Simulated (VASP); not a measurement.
A run of VASP 6.6.1 is set up as follows.

INCAR

```
SYSTEM = PbS
PREC = Accurate
ENCUT = 520
EDIFF = 1E-7
ISMEAR = -1
SIGMA = 0.02
LREAL = .FALSE.
LASPH = .TRUE.
NELM = 80
ALGO = Normal
ISIF = 2
LWAVE = .FALSE.
LCHARG = .FALSE.
GGA = PE
NBANDS = 17
```

File KPOINTS:

```
regular mesh
0
G
  6 6 6
  0 0 0
```

File POSCAR:

```
PbS
1.0
    0.0000000000      3.4366476342      3.3009774605
    3.4366476342      0.0000000000      3.3009774605
    3.4366476342      3.4366476342      0.0000000000
Pb S
1 1
Direct
    0.0000000000      0.0000000000      0.0000000000
    0.2500000000      0.2500000000      0.2500000000
```

Potentials or basis: VASP PAW PBE potentials, release 64 (Pb_d, S).

Command:

```sh
$ cat potpaw_PBE.64/Pb_d/POTCAR potpaw_PBE.64/S/POTCAR > POTCAR
$ mpirun -np 1 vasp_std > vasp.out
```

**Question.** What does it give for the pressure?

**Answer.** -1.9 GPa.

**Question.** What does it give for the band gap on the k mesh?

**Answer.** 0.96 eV, indirect (least direct gap 1.35 eV).

Stress tensor (GPa, compression positive):
```
-2.04  0.00  0.00
 0.00 -2.04  0.00
 0.00  0.00 -1.74
```

Caveat: the cell differs from its parent crystal (biaxial xy strain +4.1%); spin-orbit coupling is left out, which moves the levels of the heavy elements. A k mesh can miss the band edges.
